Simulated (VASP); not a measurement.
# KCl (Pm-3m) in VASP: settings compared

The runs below take KCl through single point, with PBE, revPBE.

Everything below comes from runs of VASP 6.6.1. Logs are shortened: lines on timing, memory, paths and dates and some standing lists are left out, and cuts for length are marked.

**1. The cell of the first run**

It takes space group Pm-3m (No. 221, cubic). Conventional cell: a = 3.839 Å, b = 3.839 Å, c = 3.839 Å, α = 90.00°, β = 90.00°, γ = 90.00°. K (site symmetry m-3m) has 8 Cl at 3.32 Å and 6 K at 3.84 Å within 4.4 Å. Cl (site symmetry m-3m) has 8 K at 3.32 Å and 6 Cl at 3.84 Å within 4.4 Å.

**2. Single point, PBE**

The input, INCAR:

```
SYSTEM = KCl
PREC = Accurate ; ENCUT = 500
EDIFF = 1E-6 ; ISMEAR = 0
SIGMA = 0.1 ; LREAL = .False.
LASPH = .True. ; NELM = 120
ALGO = Normal ; ISIF = 2
LWAVE = .False. ; LCHARG = .False.
GGA = PE ; NBANDS = 15
GGA_COMPAT = .False.
```

The input, KPOINTS:

```
regular mesh
0
Gamma
  2 2 2
  0 0 0
```

The input, POSCAR:

```
KCl
1.0
    3.8391960000      0.0000000000      0.0000000000
    0.0000000000      3.8391960000      0.0000000000
    0.0000000000      0.0000000000      3.8391960000
K Cl
1 1
Direct
    0.0000000000      0.0000000000      0.0000000000
    0.5000000000      0.5000000000      0.5000000000
```

Potentials or basis: VASP PAW PBE potentials, release 64 (K_sv, Cl).

The run is started by

```
$ cat potpaw_PBE.64/K_sv/POTCAR potpaw_PBE.64/Cl/POTCAR > POTCAR
$ mpirun -np 1 vasp_std > vasp.out
```

OUTCAR:

```text
SYSTEM = KCl
   PREC = Accurate
   ENCUT = 500
   EDIFF = 1E-6
   ISMEAR = 0
   LREAL = .False.
   LASPH = .True.
   NELM = 120
   ISIF = 2
   GGA = PE

 ion  position               nearest neighbor table
   1  0.000  0.000  0.000-
   2  0.500  0.500  0.500-

  LATTYP: Found a simple cubic cell.
 ALAT       =     3.8391960000

  Lattice vectors:

 A1 = (   3.8391960000,   0.0000000000,   0.0000000000)
 A2 = (   0.0000000000,   3.8391960000,   0.0000000000)
 A3 = (   0.0000000000,   0.0000000000,   3.8391960000)

Analysis of symmetry for initial positions (statically):
=====================================================================
 Subroutine PRICEL returns:
 Original cell was already a primitive cell.

 Routine SETGRP: Setting up the symmetry group for a
 simple cubic supercell.

 Subroutine GETGRP returns: Found 48 space group operations
[... 9 lines left out ...]

 Routine SETGRP: Setting up the symmetry group for a
 simple cubic supercell.

 Subroutine GETGRP returns: Found 48 space group operations
[... 11 lines left out ...]
                                     Primitive cell

  volume of cell :      56.5875

  direct lattice vectors                    reciprocal lattice vectors
     3.839196000  0.000000000  0.000000000     0.260471203  0.000000000  0.000000000
     0.000000000  3.839196000  0.000000000     0.000000000  0.260471203  0.000000000
     0.000000000  0.000000000  3.839196000     0.000000000  0.000000000  0.260471203

  length of vectors
     3.839196000  3.839196000  3.839196000     0.260471203  0.260471203  0.260471203

  position of ions in fractional coordinates (direct lattice)
     0.000000000  0.000000000  0.000000000
     0.500000000  0.500000000  0.500000000

  ion indices of the primitive-cell ions
   primitive index   ion index
                 1           1
                 2           2

----------------------------------------------------------------------------------------

 KPOINTS: regular mesh

Automatic generation of k-mesh.
 Grid dimensions read from file:
 generate k-points for:    2    2    2

 Generating k-lattice:

  Cartesian coordinates                     Fractional coordinates (reciprocal lattice)
     0.130235601  0.000000000  0.000000000     0.500000000  0.000000000  0.000000000
     0.000000000  0.130235601  0.000000000     0.000000000  0.500000000  0.000000000
     0.000000000  0.000000000  0.130235601     0.000000000  0.000000000  0.500000000

  Length of vectors
     0.130235601  0.130235601  0.130235601

  Shift w.r.t. Gamma in fractional coordinates (k-lattice)
     0.000000000  0.000000000  0.000000000

 Subroutine IBZKPT returns following result:
 ===========================================

 Found      4 irreducible k-points:

 Following reciprocal coordinates:
            Coordinates               Weight
  0.000000  0.000000  0.000000      1.000000
  0.500000  0.000000  0.000000      3.000000
  0.500000  0.500000  0.000000      3.000000
  0.500000  0.500000  0.500000      1.000000
   k-points           NKPTS =      4   k-points in BZ     NKDIM =      4   number of bands    NBANDS=     15
   number of dos      NEDOS =    301   number of ions     NIONS =      2
   total plane-waves  NPLWV =  21952
   dimension x,y,z NGX =    28 NGY =   28 NGZ =   28
   dimension x,y,z NGXF=    56 NGYF=   56 NGZF=   56
   ions per type =               1   1
   NGX,Y,Z   is equivalent  to a cutoff of  12.12, 12.12, 12.12 a.u.
   NGXF,Y,Z  is equivalent  to a cutoff of  24.25, 24.25, 24.25 a.u.
 SYSTEM =  KCl
   PREC   = accura    normal or accurate (medium, high low for compatibility)
   ISTART =      0    job   : 0-new  1-cont  2-samecut
   ICHARG =      2    charge: 1-file 2-atom 10-const
   ISPIN  =      1    spin polarized calculation?
   LNONCOLLINEAR =      F non collinear calculations
   LSORBIT =      F    spin-orbit coupling
   LASPH  =      T    aspherical Exc in radial PAW
   ENCUT  =  500.0 eV  36.75 Ry    6.06 a.u.   7.00  7.00  7.00*2*pi/ulx,y,z
   NELM   =    120;   NELMIN=  2; NELMDL= -5     # of ELM steps
   EDIFF  = 0.1E-05   stopping-criterion for ELM
   LREAL  =      F    real-space projection
   EDIFFG = 0.1E-04   stopping-criterion for IOM
   NSW    =      0    number of steps for IOM
   IBRION =     -1    ionic relax: 0-MD 1-quasi-New 2-CG
   NFREE  =      0    steps in history (QN), initial steepest desc. (CG)
   ISIF   =      2    stress and relaxation
   ISYM   =      2    0-nonsym 1-usesym 2-fastsym
   POTIM  = 0.5000    time-step for ionic-motion
   TEBEG  =    0.0;   TEEND  =   0.0 temperature during run
   PSTRESS=    0.0 pullay stress
   NELECT =      16.0000    total number of electrons
   NUPDOWN=      -1.0000    fix difference up-down
   EMIN   =  10.00;   EMAX   =-10.00  energy-range for DOS
   EFERMI =   0.00;   METHOD = LEGACY
   ISMEAR =     0;   SIGMA  =   0.10  broadening in eV -4-tet -1-fermi 0-gaus
   EFERMI_NEDOS =   21; number of points for ismear=-14 and -15
   IALGO  =     38    algorithm
   IMIX   =      4    mixing-type and parameters
     AMIX     =   0.40;   BMIX     =  1.00
     AMIX_MAG =   1.60;   BMIX_MAG =  1.00
  volume/ion in A,a.u.               =      28.29       190.94
  Fermi-wavevector in a.u.,A,eV,Ry     =   1.074504  2.030517 15.708715  1.154558
  Thomas-Fermi vector in A             =   2.210334
   LORBIT       =      0    0 simple, 1 ext, 2 COOP (PROOUT), +10 PAW based schemes
   GGA     = PE    functional components
   LHFCALC =     F    Hartree Fock is set to
   AEXX    =    0.0000 exact exchange contribution
   IVDW    =     0    specifies the selected vdW correction
   LEPSILON=     F    determine dielectric tensor
   LRPA    =     F    only Hartree local field effects (RPA)
 non-spin polarized calculation
 Gauss-broadening in eV      SIGMA  =   0.10
  energy-cutoff  :      500.00
  volume of cell :       56.59
 maximum number of plane-waves:      1472
 NGX is ok and might be reduce to    28
   NGX = 13   NGY = 13   NGZ = 13

 number of electron      16.0000005 magnetization

 Free energy of the ion-electron system (eV)
  ---------------------------------------------------
  ext. energy  EPLUGINS =         0.00000000
  ---------------------------------------------------
  free energy    TOTEN  =        -6.45055599 eV

  energy without entropy =       -6.45055599  energy(sigma->0) =       -6.45055599

 E-fermi :  -0.2284     XC(G=0):  -8.0343

 val. band max:       -0.6909475477   @ k =   0.5000   0.5000   0.0000
 cond. band min:       4.0115778273   @ k =   0.0000   0.0000   0.0000
 fundamental gap:      4.7025253750
 Fermi energy:        -0.2283948465

 k-point     1 :       0.0000    0.0000    0.0000
  band No.  band energies     occupation
      1     -28.9465      2.00000
      2     -13.2395      2.00000
      3     -12.3308      2.00000
      4     -12.3308      2.00000
      5     -12.3308      2.00000
      6      -0.8989      2.00000
      7      -0.8989      2.00000
      8      -0.8989      2.00000
      9       4.0116      0.00000
     10       5.7572      0.00000
     11       5.7572      0.00000
     12       9.7841      0.00000
     13       9.7841      0.00000
     14       9.7841      0.00000
     15      12.8278      0.00000

 k-point     2 :       0.5000    0.0000    0.0000
  band No.  band energies     occupation
      1     -28.9277      2.00000
      2     -13.4707      2.00000
      3     -12.3011      2.00000
      4     -12.3011      2.00000
      5     -12.1207      2.00000
      6      -2.4748      2.00000
      7      -0.9066      2.00000
      8      -0.9066      2.00000
      9       6.9267      0.00000
     10       7.0671      0.00000
     11       7.4558      0.00000
     12       9.3856      0.00000
     13       9.6374      0.00000
     14       9.6374      0.00000
     15      10.3632      0.00000

 k-point     3 :       0.5000    0.5000    0.0000
  band No.  band energies     occupation
      1     -28.9102      2.00000
      2     -12.9735      2.00000
      3     -12.5487      2.00000
      4     -12.5487      2.00000
      5     -12.2782      2.00000
      6      -1.9002      2.00000
      7      -1.9002      2.00000
      8      -0.6909      2.00000
      9       5.3693      0.00000
     10       6.4819      0.00000
     11       8.1043      0.00000
     12       8.1043      0.00000
     13      10.5664      0.00000
     14      10.5664      0.00000
     15      11.2454      0.00000

 k-point     4 :       0.5000    0.5000    0.5000
  band No.  band energies     occupation
      1     -28.8935      2.00000
      2     -12.8342      2.00000
      3     -12.4978      2.00000
      4     -12.4978      2.00000
      5     -12.4978      2.00000
      6      -2.0166      2.00000
      7      -2.0166      2.00000
      8      -2.0166      2.00000
      9       8.0091      0.00000
     10       8.0091      0.00000
     11       8.0091      0.00000
     12       9.0706      0.00000
     13       9.0706      0.00000
     14       9.0706      0.00000
     15      11.3524      0.00000

------------------------ aborting loop because EDIFF is reached ----------------------------------------

  FORCE on cell =-STRESS in cart. coord.  units (eV):
  Direction    XX          YY          ZZ          XY          YZ          ZX
  --------------------------------------------------------------------------------------
  -------------------------------------------------------------------------------------
  Total        0.4175529      0.4175529      0.4175529      0.0000000      0.0000000      0.0000000
  in kB       11.8222811     11.8222811     11.8222811      0.0000000      0.0000000      0.0000000
  external PRESSURE =      11.8222811 kB  Pullay stress =       0.0000000 kB

 VOLUME and BASIS-vectors are now :
 -----------------------------------------------------------------------------
  energy-cutoff  :      500.00
  volume of cell :       56.59
      direct lattice vectors                 reciprocal lattice vectors
     3.839196000  0.000000000  0.000000000     0.260471203  0.000000000  0.000000000
     0.000000000  3.839196000  0.000000000     0.000000000  0.260471203  0.000000000
     0.000000000  0.000000000  3.839196000     0.000000000  0.000000000  0.260471203

 POSITION                                       TOTAL-FORCE (eV/Angst)
 -----------------------------------------------------------------------------------
      0.00000      0.00000      0.00000         0.000000      0.000000      0.000000
      1.91960      1.91960      1.91960         0.000000      0.000000      0.000000
 -----------------------------------------------------------------------------------
    total drift:                               -0.000000      0.000000      0.000000

  FREE ENERGIE OF THE ION-ELECTRON SYSTEM (eV)
  ---------------------------------------------------
  free  energy   TOTEN  =        -6.4505559912 eV

  energy  without entropy=       -6.4505559912  energy(sigma->0) =       -6.45055599
```

It took 5.7 s on 1 thread of Intel Xeon Platinum 8259CL at 2.50GHz (Skylake/Cascade Lake), shared host; peak memory 0.14 GiB.

Results:

```yaml
Free_energy: -6.4506 eV
Pressure: 1.2 GPa
Band_gap_on_the_k_mesh: 4.70 eV, indirect (least direct gap 4.91 eV)
```

Caveat: the k points lie up to 0.82 Å⁻¹ apart.

[end of part 1 of 2]
